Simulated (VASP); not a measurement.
Runs of VASP 6.6.1 on CdSe (pbe). The structure is that of space group F-43m (No. 216), or close to it. The cells are those of the table. 

| task | cell | k mesh | gap on the mesh (eV) | pressure (GPa) | relaxed volume (Å³/atom) |
| --- | --- | --- | --- | --- | --- |
| relaxation of cell and atoms | relaxed from a = 4.278 Å, angles 60.0°, 2 atoms | 8 × 8 × 8 | 0.48 | 0.0 | (a) |
| single point | a = 4.381 Å, angles 60.0°, 2 atoms | 10 × 10 × 10 | 0.49 | 0.2 | - |
| single point | a = 4.381 Å, angles 60.0°, 2 atoms | 8 × 8 × 8 | 0.49 | 0.2 | - |
| relaxation of cell and atoms | relaxed from a = 4.381 Å, angles 60.0°, 2 atoms | 10 × 10 × 10 | 0.48 | 0.0 | 29.89 |

Alike in all rows: level PBE; potentials or basis VASP PAW PBE potentials, release 64 (Cd, Se); no spin polarisation; cutoff (eV) 500; smearing gaussian 0.02 eV.

Question: Fill in the values left out.

Answer: (a) 29.87.

A k mesh can miss the band edges, and the runs leave out spin-orbit coupling on Cd, Se.
